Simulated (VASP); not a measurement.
# HfO2 (Fm-3m) in VASP: notebook

Runs on HfO2. Level: PBE. Tasks: vibrations by perturbation theory.

Everything below comes from runs of VASP 6.6.1. Logs are shortened: lines on timing, memory, paths and dates and some standing lists are left out, and cuts for length are marked.

## Step 1: The cell of the first run

Symmetry: Fm-3m, No. 225, cubic system. Conventional cell: a = 5.001 Å, b = 5.001 Å, c = 5.001 Å, α = 90.00°, β = 90.00°, γ = 90.00°. Hf (site symmetry m-3m) has 8 O at 2.17 Å within 2.9 Å. O (site symmetry -43m) has 4 Hf at 2.17 Å and 6 O at 2.50 Å within 2.9 Å.

## Step 2: Vibrations by perturbation theory, PBE

INCAR reads:

```
PREC     = Accurate       # precision mode
ENCUT    = 520            # plane-wave cutoff, eV
EDIFF    = 1E-8           # SCF threshold, eV
ISMEAR   = 0              # smearing method
SIGMA    = 0.01           # smearing width, eV
LREAL    = F              # projectors in reciprocal space
LASPH    = T              # aspherical terms in the spheres
NELM     = 60             # most SCF steps
ALGO     = Normal         # electronic algorithm
ISIF     = 2              # what is computed and relaxed
LWAVE    = F              # write WAVECAR
LCHARG   = F              # write CHGCAR
GGA      = PE             # functional
IBRION   = 8              # ionic algorithm
NSW      = 1              # ionic steps
LEPSILON = T              # dielectric tensor by DFPT
```

KPOINTS reads:

```
regular mesh
0
Gamma
  8 8 8
```

POSCAR reads:

```
HfO2
1.0
    0.0000000000      2.5002956621      2.5002956621
    2.5002956621      0.0000000000      2.5002956621
    2.5002956621      2.5002956621      0.0000000000
Hf O
1 2
Direct
    0.0000000000      0.0000000000      0.0000000000
    0.2500000000      0.2500000000      0.2500000000
    0.7500000000      0.7500000000      0.7500000000
```

Potentials or basis: VASP PAW PBE potentials, release 64 (Hf_pv, O).

Started as:

```console
$ cat potpaw_PBE.64/Hf_pv/POTCAR potpaw_PBE.64/O/POTCAR > POTCAR
$ mpirun -np 1 vasp_std > vasp.out
```

OUTCAR:

```text
PREC = Accurate
   ENCUT = 520
   EDIFF = 1E-8
   ISMEAR = 0
   LREAL = F
   LASPH = T
   NELM = 60
   ISIF = 2
   GGA = PE
   IBRION = 8
   NSW = 1
   LEPSILON = T

 ion  position               nearest neighbor table
   1  0.000  0.000  0.000-   3 2.17   3 2.17   3 2.17   2 2.17   3 2.17   2 2.17   2 2.17   2 2.17

   2  0.250  0.250  0.250-   1 2.17   1 2.17   1 2.17   1 2.17
   3  0.750  0.750  0.750-   1 2.17   1 2.17   1 2.17   1 2.17

  LATTYP: Found a face centered cubic cell.
 ALAT       =     5.0005913242

  Lattice vectors:

 A1 = (   0.0000000000,   2.5002956621,   2.5002956621)
 A2 = (   2.5002956621,   0.0000000000,   2.5002956621)
 A3 = (   2.5002956621,   2.5002956621,   0.0000000000)

Analysis of symmetry for initial positions (statically):
=====================================================================
 Subroutine PRICEL returns:
 Original cell was already a primitive cell.

 Routine SETGRP: Setting up the symmetry group for a
 face centered cubic supercell.

 Subroutine GETGRP returns: Found 48 space group operations
 (whereof 48 operations were pure point group operations)
 out of a pool of 48 trial point group operations.

The static configuration has the point symmetry O_h .

Analysis of symmetry for dynamics (positions and initial velocities):
=====================================================================
 Subroutine PRICEL returns:
 Original cell was already a primitive cell.

 Routine SETGRP: Setting up the symmetry group for a
 face centered cubic supercell.

 Subroutine GETGRP returns: Found 48 space group operations
 (whereof 48 operations were pure point group operations)
 out of a pool of 48 trial point group operations.

The dynamic configuration has the point symmetry O_h .

 Subroutine INISYM returns: Found 48 space group operations
 (whereof 48 operations are pure point group operations),
 and found     1 'primitive' translations

----------------------------------------------------------------------------------------

                                     Primitive cell

  volume of cell :      31.2611

  direct lattice vectors                    reciprocal lattice vectors
     0.000000000  2.500295662  2.500295662    -0.199976350  0.199976350  0.199976350
     2.500295662  0.000000000  2.500295662     0.199976350 -0.199976350  0.199976350
     2.500295662  2.500295662  0.000000000     0.199976350  0.199976350 -0.199976350

  length of vectors
     3.535952035  3.535952035  3.535952035     0.346369198  0.346369198  0.346369198

  position of ions in fractional coordinates (direct lattice)
     0.000000000  0.000000000  0.000000000
     0.250000000  0.250000000  0.250000000
     0.750000000  0.750000000  0.750000000

  ion indices of the primitive-cell ions
   primitive index   ion index
[... 605 lines left out ...]

--------------------------------------- Ionic step        2  -------------------------------------------

------------------------ aborting loop because EDIFF is reached ----------------------------------------

--------------------------------------- Ionic step        3  -------------------------------------------

------------------------ aborting loop because EDIFF is reached ----------------------------------------

 PIEZOELECTRIC TENSOR FIELD DIRECTION 3  (e Angst)
 -----------------------------------------------------------------------------
     0.00003  0.00000  0.00000           ( -0.00001  0.00000  0.00000)
     0.00000  0.00003 -0.00000           (  0.00000 -0.00001  0.00000)
    -0.00000  0.00000 -0.00043           (  0.00000  0.00000  0.00000)

 PIEZOELECTRIC TENSOR FIELD DIRECTION 3  (C/m^2)
 -----------------------------------------------------------------------------
     0.00001  0.00000  0.00000
     0.00000  0.00001 -0.00000
    -0.00000  0.00000 -0.00022

--------------------------------------- Ionic step        4  -------------------------------------------

------------------------ aborting loop because EDIFF is reached ----------------------------------------

[... ionic steps 5 to 6 ...]

--------------------------------------- Ionic step        7  -------------------------------------------

 Free energy of the ion-electron system (eV)
  ---------------------------------------------------
  ---------------------------------------------------
  free energy    TOTEN  =        -0.36873683 eV

  energy without entropy =       -0.36873683

------------------------ aborting loop because EDIFF is reached ----------------------------------------

 INTERNAL STRAIN TENSOR  FOR ION    2  DIRECTION 1   (eV/Angst):
 -----------------------------------------------------------------------------
    -0.00124  0.00000  0.00000
     0.00000  0.00074 -9.30251
     0.00000 -9.30251  0.00074

 MACROSCOPIC STATIC DIELECTRIC TENSOR (including local field effects in DFT)
 ------------------------------------------------------
           5.220099     0.000000    -0.000000
           0.000000     5.220099    -0.000000
           0.000000     0.000000     5.220099
 ------------------------------------------------------

 PIEZOELECTRIC TENSOR (including local field effects)  for field in x, y, z        (e  Angst)
          XX          YY          ZZ          XY          YZ          ZX
  --------------------------------------------------------------------------------
  x     0.00000     0.00000     0.00000     0.00000     0.00000     0.00000
  y     0.00000     0.00000     0.00000     0.00000     0.00000     0.00000
  z     0.00000     0.00000     0.00000     0.00000     0.00000     0.00000

 PIEZOELECTRIC TENSOR (including local field effects)  for field in x, y, z        (C/m^2)
          XX          YY          ZZ          XY          YZ          ZX
  --------------------------------------------------------------------------------
  x     0.00000     0.00000     0.00000     0.00000     0.00000     0.00000
  y     0.00000     0.00000     0.00000     0.00000     0.00000     0.00000
  z     0.00000     0.00000     0.00000     0.00000     0.00000     0.00000

 BORN EFFECTIVE CHARGES (including local field effects) (in |e|, cummulative output)
 ---------------------------------------------------------------------------------
 ion    1
    1     5.52789     0.00000     0.00000
    2     0.00000     5.52789     0.00000
    3     0.00000     0.00000     5.52789
 ion    2
    1    -2.76394     0.00000     0.00000
    2     0.00000    -2.76394     0.00000
    3     0.00000     0.00000    -2.76394
 ion    3
    1    -2.76394     0.00000     0.00000
    2     0.00000    -2.76394     0.00000
    3     0.00000     0.00000    -2.76394

 INTERNAL STRAIN TENSOR FOR ION    3 for displacements in x,y,z  (eV/Angst):
          X           Y           Z          XY          YZ          ZX
  --------------------------------------------------------------------------------
  x    -0.00000     0.00000     0.00000     0.00000     9.30251     0.00000
  y     0.00000     0.00000     0.00000     0.00000     0.00000     9.30251
  z     0.00000     0.00000     0.00000     9.30251     0.00000     0.00000

 SECOND DERIVATIVES (NOT SYMMETRIZED)
 ------------------------------------
               1X          1Y          1Z          2X          2Y          2Z          3X          3Y          3Z
  1X    -7.251644    0.000000    0.000000    3.625822    0.000000    0.000000    3.625822    0.000000    0.000000
  1Y     0.000000   -7.251644    0.000000    0.000000    3.625822    0.000000    0.000000    3.625822    0.000000
  1Z     0.000000    0.000000   -7.251644    0.000000    0.000000    3.625822    0.000000    0.000000    3.625822
  2X     3.620529    0.000000   -0.000000  -12.751221    0.000000    0.000000    9.130692    0.000000    0.000000
  2Y     0.000000    3.620529    0.000000    0.000000  -12.751221    0.000000    0.000000    9.130692    0.000000
  2Z    -0.000000    0.000000    3.620529    0.000000    0.000000  -12.751221    0.000000    0.000000    9.130692
  3X     3.620529    0.000000   -0.000000    9.130692    0.000000    0.000000  -12.751221    0.000000    0.000000
  3Y     0.000000    3.620529    0.000000    0.000000    9.130692    0.000000    0.000000  -12.751221    0.000000
  3Z    -0.000000    0.000000    3.620529    0.000000    0.000000    9.130692    0.000000    0.000000  -12.751221

 Eigenvectors and eigenvalues of the dynamical matrix
 ----------------------------------------------------

   1 f  =   18.282407 THz   114.871751 2PiTHz  609.835456 cm-1    75.609926 meV
             X         Y         Z           dx          dy          dz
      0.000000  0.000000  0.000000     0.000000    0.000000    0.000000
      1.250148  1.250148  1.250148    -0.706851   -0.019030   -0.000000
      3.750443  3.750443  3.750443     0.706851    0.019030    0.000000
[... 43 lines left out ...]
   9 f/i=    0.002119 THz     0.013317 2PiTHz    0.070697 cm-1     0.008765 meV
             X         Y         Z           dx          dy          dz
      0.000000  0.000000  0.000000    -0.179278   -0.529785   -0.731418
      1.250148  1.250148  1.250148    -0.053715   -0.158734   -0.219147
      3.750443  3.750443  3.750443    -0.053715   -0.158734   -0.219147

--------------------------------------------------------------------------------------------------------

 MACROSCOPIC STATIC DIELECTRIC TENSOR IONIC CONTRIBUTION
 ------------------------------------------------------
          24.403655     0.000000     0.000000
           0.000000    24.403655     0.000000
           0.000000     0.000000    24.403655
 ------------------------------------------------------

 ELASTIC MODULI CONTR FROM IONIC RELAXATION (kBar)
 Direction    XX          YY          ZZ          XY          YZ          ZX
 --------------------------------------------------------------------------------
 XX          -0.0000     -0.0000      0.0000      0.0000      0.0000     -0.0000
 YY          -0.0000     -0.0000      0.0000      0.0000      0.0000     -0.0000
 ZZ           0.0000      0.0000     -0.0000     -0.0000     -0.0000      0.0000
 XY           0.0000      0.0000     -0.0000   -405.3697     -0.0000      0.0000
 YZ           0.0000      0.0000     -0.0000     -0.0000   -405.3697      0.0000
 ZX          -0.0000     -0.0000      0.0000      0.0000      0.0000   -405.3697
 --------------------------------------------------------------------------------

 PIEZOELECTRIC TENSOR IONIC CONTR  for field in x, y, z        (C/m^2)
          XX          YY          ZZ          XY          YZ          ZX
  --------------------------------------------------------------------------------
  x    -0.00000    -0.00000     0.00000     0.00000     0.00000    -0.00000
  y     0.00000    -0.00000     0.00000     0.00000    -0.00000    -0.00000
  z    -0.00000    -0.00000     0.00000     0.00000     0.00000    -0.00000
```

Wall time 3.7 min (1 thread of AMD EPYC 9R45 (Zen 5), shared host); peak memory 0.22 GiB.

What came out:

| Property | Result |
| --- | --- |
| Electronic dielectric tensor (diagonal) | 5.22 |
| Born charges (mean of the diagonal) | Hf +5.53; O -2.76 e |
| Highest phonon frequency at Γ, LO-TO splitting left out | 610 cm⁻¹ |

Phonon frequencies in cm⁻¹ (negative: imaginary):
```tsv
q point	frequencies
(0.000, 0.000, 0.000)	0 0 0 269 269 269 610 610 610
```

Electronic dielectric tensor:
```
5.22 0.00 0.00
0.00 5.22 0.00
0.00 0.00 5.22
```

Born effective charge tensors (e):
atom 1, Hf
```
5.53 0.00 0.00
0.00 5.53 0.00
0.00 0.00 5.53
```
atom 2, O
```
-2.76  0.00  0.00
 0.00 -2.76  0.00
 0.00  0.00 -2.76
```
atom 3, O
```
-2.76  0.00  0.00
 0.00 -2.76  0.00
 0.00  0.00 -2.76
```

Caveat: the cell wasn't relaxed at this level first, which shifts response properties; spin-orbit coupling is left out, which moves the levels of the heavy elements.

[end of part 1 of 3]
